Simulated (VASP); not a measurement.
Runs of VASP 6.6.1 on InRh. It takes space group Pm-3m (No. 221, cubic). Conventional cell: a = 3.196 Å, b = 3.196 Å, c = 3.196 Å, α = 90.00°, β = 90.00°, γ = 90.00°. Within 3.6 Å of In (site symmetry m-3m) lie 8 Rh at 2.77 Å and 6 In at 3.20 Å. Rh (site symmetry m-3m) has 8 In at 2.77 Å and 6 Rh at 3.20 Å within 3.6 Å. 

```csv
k mesh,gap on the mesh (eV),pressure (GPa)
2 × 2 × 2,none,(a)
4 × 4 × 4,none,-4.1
9 × 9 × 9,none,-5.1
7 × 7 × 7,none,-5.1
3 × 3 × 3,(b),-5.6
6 × 6 × 6,none,-5.0
```

Alike in all rows: task single point; level LDA; potentials or basis VASP PAW LDA potentials, release 64 (In_d, Rh_pv); no spin polarisation; cell as given; cutoff (eV) 520; smearing fermi-dirac 0.15 eV.

**Question.** Fill in the values left out.

**Answer.** (a) -2.8; (b) 1.17.

Caveats: some runs use coarse meshes; spin-orbit coupling is left out, which moves the levels of the heavy elements.

A k mesh can miss the band edges, and the runs leave out spin-orbit coupling on In, Rh.

A gap of «none» marks levels without a gap at the run's occupations.
